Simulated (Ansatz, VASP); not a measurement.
**One calculation of MgCd2TeSe2, two programs**

```
Mg Cd Te Se
1.0
     5.65767    0.00000    0.00000
     0.00000    5.65767    0.00000
     0.00000    0.00000    5.67215
Mg Cd Te Se
1 2 1 2
Cartesian
  2.8288 2.8288 2.8361
  0.0000 0.0000 1.4595
  0.0000 0.0000 4.2126
  2.8288 2.8288 0.0000
  0.0000 2.8288 0.0000
  2.8288 0.0000 0.0000
```

Change from the starting cell: species swapped into the BaTi2As2O type (P4/mmm, No. 123).

Alike in both runs: functional PBE; k mesh 8 × 8 × 8; occupations gaussian, width 0.1 eV; no spin polarisation.

Ansatz relaxed the structure, and its values are those at the end. VASP's run is a single point on that final structure, the one shown.

```csv
,VASP,Ansatz
version,VASP 6.6.1,Ansatz 0.2.0
potentials or method,"VASP PAW PBE potentials, release 64 (Mg, Cd, Te, Se), cutoff 520 eV","scalar-relativistic, plane waves, PAW"
valence electrons in the cell,44,98
```

|  | VASP | Ansatz | Ansatz less VASP |
| --- | --- | --- | --- |
| gap on the k mesh at the Fermi level (eV) | none | none | - |
| pressure (GPa) | 0.1 | 0.0 | -0.06 |

A gap of «none» marks a metal or a gap that the smearing closes. VASP's potentials hold 44 valence electrons a cell and Ansatz's 98, so a difference there can come from the potentials and not from the codes.

Spin-orbit coupling is off throughout.
